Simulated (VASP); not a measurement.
# MoH5 (F-43m) in VASP: a series of runs

Runs on MoH5. Level: PBE. Tasks: single point, relaxation of cell and atoms.

All numbers are computed with VASP 6.6.1; they aren't measurements. Logs are shortened: lines on timing, memory, paths and dates and some standing lists are left out, and cuts for length are marked.

### 1 The cell of the first run

The structure is cubic, space group F-43m (No. 216). The conventional cell has a = 4.872 Å, b = 4.872 Å, c = 4.872 Å, α = 90.00°, β = 90.00°, γ = 90.00°. H (site symmetry -43m) has 12 H at 2.02 Å and 4 Mo at 2.11 Å within 2.7 Å. Within 2.3 Å of H (site symmetry 3m) lie 9 H at 1.70 to 2.02 Å and 3 Mo at 2.02 Å. Mo (site symmetry -43m) has 16 H at 2.02 to 2.11 Å within 2.7 Å.

### 2 Single point, PBE

The input, INCAR:

```
  PREC = Accurate
  ENCUT = 520
  EDIFF = 1E-6
  ISMEAR = 0
  SIGMA = 0.1
  LREAL = F
  LASPH = T
  NELM = 80
  ALGO = Normal
  ISIF = 2
  LWAVE = F
  LCHARG = F
  GGA = PE
  NBANDS = 18
```

The input, KPOINTS:

```
regular mesh
0
Gamma
  6 6 6
```

The input, POSCAR:

```
MoH5
1.0
    0.0000000000      2.4358550753      2.4358550753
    2.4358550753      0.0000000000      2.4358550753
    2.4358550753      2.4358550753      0.0000000000
H Mo
5 1
Direct
    0.2500000000      0.2500000000      0.2500000000
    0.6267940315      0.1196179055      0.6267940315
    0.6267940315      0.6267940315      0.1196179055
    0.6267940315      0.6267940315      0.6267940315
    0.1196179055      0.6267940315      0.6267940315
    0.0000000000      0.0000000000      0.0000000000
```

Potentials or basis: VASP PAW PBE potentials, release 64 (H, Mo_sv).

Run with:

```
cat potpaw_PBE.64/H/POTCAR potpaw_PBE.64/Mo_sv/POTCAR > POTCAR
mpirun -np 1 vasp_std > vasp.out
```

OUTCAR:

```text
PREC = Accurate
   ENCUT = 520
   EDIFF = 1E-6
   ISMEAR = 0
   LREAL = F
   LASPH = T
   NELM = 80
   ISIF = 2
   GGA = PE

 ion  position               nearest neighbor table
   1  0.250  0.250  0.250-   6 2.11   6 2.11   6 2.11   6 2.11
   2  0.627  0.120  0.627-   6 2.02   6 2.02   6 2.02
   3  0.627  0.627  0.120-   6 2.02   6 2.02   6 2.02
   4  0.627  0.627  0.627-   6 2.02   6 2.02   6 2.02
   5  0.120  0.627  0.627-   6 2.02   6 2.02   6 2.02
   6  0.000  0.000  0.000-   2 2.02   3 2.02   3 2.02   5 2.02   2 2.02   5 2.02   4 2.02   4 2.02
                             4 2.02   2 2.02   3 2.02   5 2.02   1 2.11   1 2.11   1 2.11   1 2.11

  LATTYP: Found a face centered cubic cell.
 ALAT       =     4.8717101506

  Lattice vectors:

 A1 = (   0.0000000000,   2.4358550753,   2.4358550753)
 A2 = (   2.4358550753,   0.0000000000,   2.4358550753)
 A3 = (   2.4358550753,   2.4358550753,   0.0000000000)

Analysis of symmetry for initial positions (statically):
=====================================================================
 Subroutine PRICEL returns:
 Original cell was already a primitive cell.

 Routine SETGRP: Setting up the symmetry group for a
 face centered cubic supercell.

 Subroutine GETGRP returns: Found 24 space group operations
 (whereof 24 operations were pure point group operations)
 out of a pool of 48 trial point group operations.

The static configuration has the point symmetry T_d .

Analysis of symmetry for dynamics (positions and initial velocities):
=====================================================================
 Subroutine PRICEL returns:
 Original cell was already a primitive cell.

 Routine SETGRP: Setting up the symmetry group for a
 face centered cubic supercell.

 Subroutine GETGRP returns: Found 24 space group operations
 (whereof 24 operations were pure point group operations)
 out of a pool of 48 trial point group operations.

The dynamic configuration has the point symmetry T_d .

 Subroutine INISYM returns: Found 24 space group operations
 (whereof 24 operations are pure point group operations),
 and found     1 'primitive' translations

----------------------------------------------------------------------------------------

                                     Primitive cell

  volume of cell :      28.9058

  direct lattice vectors                    reciprocal lattice vectors
     0.000000000  2.435855075  2.435855075    -0.205266728  0.205266728  0.205266728
     2.435855075  0.000000000  2.435855075     0.205266728 -0.205266728  0.205266728
     2.435855075  2.435855075  0.000000000     0.205266728  0.205266728 -0.205266728

  length of vectors
     3.444819283  3.444819283  3.444819283     0.355532401  0.355532401  0.355532401

  position of ions in fractional coordinates (direct lattice)
     0.250000000  0.250000000  0.250000000
     0.626794031  0.119617906  0.626794031
     0.626794031  0.626794031  0.119617906
     0.626794031  0.626794031  0.626794031
     0.119617906  0.626794031  0.626794031
     0.000000000  0.000000000  0.000000000

  ion indices of the primitive-cell ions
   primitive index   ion index
                 1           1
                 2           2
                 3           3
                 4           4
                 5           5
                 6           6

----------------------------------------------------------------------------------------

 KPOINTS: regular mesh

Automatic generation of k-mesh.
 Grid dimensions read from file:
 generate k-points for:    6    6    6

 Generating k-lattice:

  Cartesian coordinates                     Fractional coordinates (reciprocal lattice)
    -0.034211121  0.034211121  0.034211121     0.166666667  0.000000000  0.000000000
     0.034211121 -0.034211121  0.034211121     0.000000000  0.166666667  0.000000000
     0.034211121  0.034211121 -0.034211121     0.000000000  0.000000000  0.166666667

  Length of vectors
     0.059255400  0.059255400  0.059255400

  Shift w.r.t. Gamma in fractional coordinates (k-lattice)
     0.000000000  0.000000000  0.000000000

 Subroutine IBZKPT returns following result:
 ===========================================

 Found     16 irreducible k-points:

 Following reciprocal coordinates:
            Coordinates               Weight
  0.000000  0.000000  0.000000      1.000000
  0.166667  0.000000  0.000000      8.000000
  0.333333  0.000000  0.000000      8.000000
  0.500000  0.000000  0.000000      4.000000
  0.166667  0.166667  0.000000      6.000000
  0.333333  0.166667  0.000000     24.000000
[... 8 lines left out ...]
 -0.333333  0.333333  0.166667     24.000000
 -0.333333  0.500000  0.166667     12.000000
   k-points           NKPTS =     16   k-points in BZ     NKDIM =     16   number of bands    NBANDS=     18
   number of dos      NEDOS =    301   number of ions     NIONS =      6
   total plane-waves  NPLWV =  21952
   dimension x,y,z NGX =    28 NGY =   28 NGZ =   28
   dimension x,y,z NGXF=    56 NGYF=   56 NGZF=   56
   ions per type =               5   1
   NGX,Y,Z   is equivalent  to a cutoff of  13.51, 13.51, 13.51 a.u.
   NGXF,Y,Z  is equivalent  to a cutoff of  27.03, 27.03, 27.03 a.u.
 SYSTEM =  unknown system
   PREC   = accura    normal or accurate (medium, high low for compatibility)
   ISTART =      0    job   : 0-new  1-cont  2-samecut
   ICHARG =      2    charge: 1-file 2-atom 10-const
   ISPIN  =      1    spin polarized calculation?
   LNONCOLLINEAR =      F non collinear calculations
   LSORBIT =      F    spin-orbit coupling
   LASPH  =      T    aspherical Exc in radial PAW
   ENCUT  =  520.0 eV  38.22 Ry    6.18 a.u.   6.41  6.41  6.41*2*pi/ulx,y,z
   NELM   =     80;   NELMIN=  2; NELMDL= -5     # of ELM steps
   EDIFF  = 0.1E-05   stopping-criterion for ELM
   LREAL  =      F    real-space projection
   EDIFFG = 0.1E-04   stopping-criterion for IOM
   NSW    =      0    number of steps for IOM
   IBRION =     -1    ionic relax: 0-MD 1-quasi-New 2-CG
   NFREE  =      0    steps in history (QN), initial steepest desc. (CG)
   ISIF   =      2    stress and relaxation
   ISYM   =      2    0-nonsym 1-usesym 2-fastsym
   POTIM  = 0.5000    time-step for ionic-motion
   TEBEG  =    0.0;   TEEND  =   0.0 temperature during run
   PSTRESS=    0.0 pullay stress
   NELECT =      19.0000    total number of electrons
   NUPDOWN=      -1.0000    fix difference up-down
   EMIN   =  10.00;   EMAX   =-10.00  energy-range for DOS
   EFERMI =   0.00;   METHOD = LEGACY
   ISMEAR =     0;   SIGMA  =   0.10  broadening in eV -4-tet -1-fermi 0-gaus
   EFERMI_NEDOS =   21; number of points for ismear=-14 and -15
   IALGO  =     38    algorithm
   IMIX   =      4    mixing-type and parameters
     AMIX     =   0.40;   BMIX     =  1.00
     AMIX_MAG =   1.60;   BMIX_MAG =  1.00
  volume/ion in A,a.u.               =       4.82        32.51
  Fermi-wavevector in a.u.,A,eV,Ry     =   1.423414  2.689863 27.566868  2.026108
  Thomas-Fermi vector in A             =   2.544014
   LORBIT       =      0    0 simple, 1 ext, 2 COOP (PROOUT), +10 PAW based schemes
   GGA     = PE    functional components
   LHFCALC =     F    Hartree Fock is set to
   AEXX    =    0.0000 exact exchange contribution
   IVDW    =     0    specifies the selected vdW correction
   LEPSILON=     F    determine dielectric tensor
   LRPA    =     F    only Hartree local field effects (RPA)
 non-spin polarized calculation
 Gauss-broadening in eV      SIGMA  =   0.10
  energy-cutoff  :      520.00
  volume of cell :       28.91
 maximum number of plane-waves:       791
 NGX is ok and might be reduce to    28
   NGX = 13   NGY = 13   NGZ = 13

 number of electron      19.0000001 magnetization

 Free energy of the ion-electron system (eV)
  ---------------------------------------------------
  ext. energy  EPLUGINS =         0.00000000
  ---------------------------------------------------
  free energy    TOTEN  =       -24.09462130 eV

  energy without entropy =      -24.08310240  energy(sigma->0) =      -24.08886185

 E-fermi :   8.8050     XC(G=0): -12.4271

 val. band max:        8.5028116187   @ k =   0.3333   0.3333   0.0000
 cond. band min:       8.8133233293   @ k =   0.5000   0.5000   0.0000
 fundamental gap:      0.3105117106
 Fermi energy:         8.8049971508

 k-point     1 :       0.0000    0.0000    0.0000
  band No.  band energies     occupation
      1     -53.0287      2.00000
      2     -27.0361      2.00000
      3     -27.0361      2.00000
      4     -27.0361      2.00000
      5      -4.9194      2.00000
      6       5.0986      2.00000
[... 10 lines left out ...]
     17      22.9804      0.00000
     18      22.9804      0.00000

 k-point     2 :       0.1667    0.0000    0.0000
  band No.  band energies     occupation
      1     -53.0233      2.00000
      2     -27.1007      2.00000
      3     -27.0439      2.00000
      4     -27.0439      2.00000
      5      -4.3268      2.00000
      6       3.5634      2.00000
[... 10 lines left out ...]
     17      21.5566      0.00000
     18      21.6346      0.00000

 k-point     3 :       0.3333    0.0000    0.0000
  band No.  band energies     occupation
      1     -53.0124      2.00000
      2     -27.2273      2.00000
      3     -27.0595      2.00000
      4     -27.0595      2.00000
      5      -2.7614      2.00000
      6       1.4947      2.00000
[... 10 lines left out ...]
     17      19.6433      0.00000
     18      25.2587      0.00000

 k-point     4 :       0.5000    0.0000    0.0000
  band No.  band energies     occupation
      1     -53.0070      2.00000
      2     -27.2895      2.00000
      3     -27.0673      2.00000
      4     -27.0673      2.00000
      5      -1.1491      2.00000
      6      -0.1252      2.00000
[... 207 lines left out ...]
      4     -27.0890      2.00000
      5      -1.6075      2.00000
      6       1.3963      2.00000
[... 10 lines left out ...]
     17      22.8071      0.00000
     18      24.3745      0.00000

 k-point    15 :      -0.3333    0.3333    0.1667
  band No.  band energies     occupation
      1     -53.0016      2.00000
      2     -27.2308      2.00000
      3     -27.1656      2.00000
      4     -27.1029      2.00000
      5      -0.3440      2.00000
      6       0.5010      2.00000
[... 10 lines left out ...]
     17      23.5514      0.00000
     18      24.7400      0.00000

 k-point    16 :      -0.3333    0.5000    0.1667
  band No.  band energies     occupation
      1     -52.9998      2.00000
      2     -27.2360      2.00000
      3     -27.1610      2.00000
      4     -27.1261      2.00000
      5      -0.0659      2.00000
      6       0.4174      2.00000
[... 10 lines left out ...]
     17      22.0852      0.00000
     18      25.6809      0.00000

------------------------ aborting loop because EDIFF is reached ----------------------------------------

  FORCE on cell =-STRESS in cart. coord.  units (eV):
  Direction    XX          YY          ZZ          XY          YZ          ZX
  --------------------------------------------------------------------------------------
  -------------------------------------------------------------------------------------
  Total       -0.0392310     -0.0392310     -0.0392310     -0.0000000      0.0000000      0.0000000
  in kB       -2.1744819     -2.1744819     -2.1744819     -0.0000000      0.0000000      0.0000000
  external PRESSURE =      -2.1744819 kB  Pullay stress =       0.0000000 kB

 VOLUME and BASIS-vectors are now :
 -----------------------------------------------------------------------------
  energy-cutoff  :      520.00
  volume of cell :       28.91
      direct lattice vectors                 reciprocal lattice vectors
     0.000000000  2.435855075  2.435855075    -0.205266728  0.205266728  0.205266728
     2.435855075  0.000000000  2.435855075     0.205266728 -0.205266728  0.205266728
     2.435855075  2.435855075  0.000000000     0.205266728  0.205266728 -0.205266728

 POSITION                                       TOTAL-FORCE (eV/Angst)
 -----------------------------------------------------------------------------------
      1.21793      1.21793      1.21793        -0.000000     -0.000000     -0.000000
      1.81815      3.05356      1.81815        -0.000883      0.000883     -0.000883
      1.81815      1.81815      3.05356        -0.000883     -0.000883      0.000883
      3.05356      3.05356      3.05356         0.000883      0.000883      0.000883
      3.05356      1.81815      1.81815         0.000883     -0.000883     -0.000883
      0.00000      0.00000      0.00000        -0.000000     -0.000000     -0.000000
 -----------------------------------------------------------------------------------
    total drift:                                0.000000      0.000000      0.000000

  FREE ENERGIE OF THE ION-ELECTRON SYSTEM (eV)
  ---------------------------------------------------
  free  energy   TOTEN  =       -24.0946213019 eV

  energy  without entropy=      -24.0831024005  energy(sigma->0) =      -24.08886185
```

It took 5.6 s on 1 thread of Intel Xeon 6975P-C (Granite Rapids), shared host; peak memory 0.15 GiB.

Results:

```yaml
Free_energy: -24.0946 eV
Pressure: -0.2 GPa
```

Levels at points of the mesh, in eV from the Fermi level:
| k point | band 5 | band 6 | band 7 | band 8 | band 9 | band 10 | band 11 | band 12 | band 13 | band 14 |
| --- | --- | --- | --- | --- | --- | --- | --- | --- | --- | --- |
| (0.00, 0.00, 0.00) | -13.72 | -3.71 | -3.71 | -3.71 | -1.11 | -1.11 | -1.11 | 3.04 | 3.04 | 3.04 |
| (0.50, 0.00, 0.00) | -9.95 | -8.93 | -4.41 | -4.41 | -0.94 | 0.01 | 0.01 | 2.13 | 4.93 | 4.93 |
| (0.50, 0.50, 0.00) | -9.37 | -8.35 | -6.87 | -1.22 | -1.22 | 0.01 | 0.50 | 0.50 | 3.24 | 6.43 |

Caveat: the k points lie up to 0.37 Å⁻¹ apart.

(Part 1 of 2 ends here.)
